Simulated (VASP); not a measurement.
Crystal: GaAs.

```
Ga As
1.0
     0.00000    2.87269    2.87269
     2.87269    0.00000    2.87269
     2.87269    2.87269    0.00000
Ga As
1 1
Direct
  0.00000 0.00000 0.00000
  0.25000 0.25000 0.25000
```

```yaml
Program: VASP 6.6.1
Task: relaxation of cell and atoms
Functional: PBEsol
Potentials_or_basis: VASP PAW PBE potentials, release 64 (Ga_d, As)
Cutoff: 600 eV
k_mesh: 12 × 12 × 12
Occupations: gaussian, width 0.02 eV
Spin: no spin polarisation
```

At the start: pressure -2.7 GPa; volume 23.71 Å³/atom.

Q: Where does the relaxation end?

A: Over 3 steps the energy falls by 8.8 meV/atom and the volume is 22.70 Å³/atom (-4.2 %); space group F-43m (No. 216, to 0.05 Å).

The path:
| step | energy change (eV) | largest force (eV/Å) | pressure (GPa) | volume (Å³) |
| --- | --- | --- | --- | --- |
| 1 | 0.0000 | 0.0000 | -2.72 | 47.41 |
| 2 | -0.0153 | 0.0000 | 1.09 | 44.70 |
| 3 | -0.0177 | 0.0000 | 0.03 | 45.40 |

Final structure:
```
CELL_PARAMETERS angstrom
0.00000 2.83150 2.83150
2.83150 0.00000 2.83150
2.83150 2.83150 0.00000
ATOMIC_POSITIONS crystal
Ga 0.00000 0.00000 0.00000
As 0.25000 0.25000 0.25000
```

Caveat: the PAW data sets were made with another functional, which shifts forces and pressure a little.
